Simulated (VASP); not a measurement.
Wanted: the native input for a VASP 6.6.1 run.

* Task: single point
* Functional: LDA
* Potentials or basis: VASP PAW PBE potentials, release 64 (Gd)
* Cutoff: 520 eV
* k mesh: 8 × 8 × 6
* Occupations: fermi-dirac, width 0.025 eV
* Spin: collinear spin, antiferromagnetic start
* Starting moments: [7.1, -7.1] μB
* Dipole correction: no
* Further INCAR settings: ALGO = Normal; EDIFF = 1e-07; NBANDS = 29

The structure of Gd lies in POSCAR:

```
Gd
1.0
    0.0000000000     -2.5858190855      2.5858190855
    0.0000000000      2.5858190855      2.5858190855
   -5.1716381710      0.0000000000      0.0000000000
Gd
2
Direct
    0.0000000000      0.0000000000      0.0000000000
    0.5000000000      0.5000000000      0.5000000000
```

This isn't the form of Gd at room conditions, which is hcp.

One way to write it, as run:

INCAR

```
SYSTEM = Gd
PREC = Accurate
ENCUT = 520
EDIFF = 1E-7
ISMEAR = -1
SIGMA = 0.025
LREAL = .False.
LASPH = .True.
NELM = 150
ALGO = Normal
ISIF = 2
LWAVE = .False.
LCHARG = .True.
ISPIN = 2
MAGMOM = 7.1 -7.1
LORBIT = 11
LMAXMIX = 6
GGA = CA
LELF = .True.
LVHAR = .True.
NBANDS = 29
```

KPOINTS

```
Automatic mesh
0
Gamma
  8 8 6
  0 0 0
```

Potentials or basis: VASP PAW PBE potentials, release 64 (Gd).

Launch:

```console
$ cat potpaw_PBE.64/Gd/POTCAR > POTCAR
$ mpirun -np 1 vasp_std > vasp.out
```

It gave:

```
Pressure                                              : -5.5 GPa
Band gap on the k mesh                                : zero (filled and empty bands overlap)
Net moment                                            : 0.00 μB per cell
Site moments                                          : Gd +6.84, -6.84 μB
Valence electrons inside the program's atomic spheres : Gd 15.19
```

Caveat: the cell stands under tension; the PAW data sets were made with another functional, which shifts forces and pressure a little; spin-orbit coupling is left out, which moves the levels of the heavy elements; semilocal functionals describe open f shells poorly, which spoils levels, moments and volumes.

It took 12 min on 1 thread of AMD EPYC 7R43 64-Core Processor (Zen 3), on a shared host, peak memory 0.26 GiB.
